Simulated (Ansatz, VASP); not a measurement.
ZnSe in VASP and in Ansatz

The input INCAR:

```
ALGO = Normal ; EDIFF = 1E-6
ENCUT = 520 ; GGA = PS
ISIF = 2 ; ISMEAR = 0
LASPH = True ; LCHARG = False
LREAL = False ; LWAVE = False
NBANDS = 26 ; NELM = 80
PREC = Accurate ; SIGMA = 0.02
```

File KPOINTS:

```
k-points
0
Gamma
  8 8 6
```

The input POSCAR:

```
ZnSe
1.0
    4.1733020009      0.0000000000      0.0000000000
    0.0000000000      4.1733020009      0.0000000000
    0.0000000000      0.0000000000      6.3494039895
Zn Se
2 2
Direct
    0.0000000000      0.0000000000      0.0000000000
    0.5000000000      0.5000000000      0.0000000000
    0.0000000000      0.5000000000      0.3045226698
    0.5000000000      0.0000000000      0.6954773302
```

Input for Ansatz:

```yaml
crystal:
  lattice:
    - [4.1733020009, 0.0, 0.0]
    - [0.0, 4.1733020009, 0.0]
    - [0.0, 0.0, 6.3494039895]
  atoms:
    - { symbol: Zn, position: [0.0, 0.0, 0.0] }
    - { symbol: Zn, position: [0.5, 0.5, 0.0] }
    - { symbol: Se, position: [0.0, 0.5, 0.3045226698] }
    - { symbol: Se, position: [0.5, 0.0, 0.6954773302] }
basis:
  ecutwfc: 420
kpoints:
  mp_grid: { grid: [8, 8, 6] }
hamiltonian:
  xc: pbesol
scf:
  occupations: { method: gaussian, width: 0.02 }
output:
  forces: true
  stress: true
  eigenvalues: true
```

Alike in both runs: task single point; functional PBEsol; k mesh 8 × 8 × 6; occupations gaussian, width 0.02 eV; no spin polarisation.

|  | VASP | Ansatz |
| --- | --- | --- |
| version | VASP 6.6.1 | Ansatz 0.2.0 |
| potentials or method | VASP PAW PBE potentials, release 64 (Zn, Se), cutoff 520 eV | scalar-relativistic, plane waves, PAW |
| valence electrons in the cell | 36 | 56 |

```csv
,VASP,Ansatz,Ansatz less VASP
gap on the k mesh at the Fermi level (eV),0.50,0.50,0.000
least direct gap on the mesh (eV),0.50,0.50,0.000
pressure (GPa),-11.0,-11.1,-0.07
"traceless stress, the component that is largest in VASP (GPa)",-6.38,-6.40,-0.021
rms of the force components (eV/Å),1.192,1.198,+0.0057
```

VASP's potentials were made for PBE, not for PBEsol. Atom by atom the forces differ by 0.006 eV/Å (rms over components). VASP's potentials hold 36 valence electrons a cell and Ansatz's 56, so a difference there can come from the potentials and not from the codes.
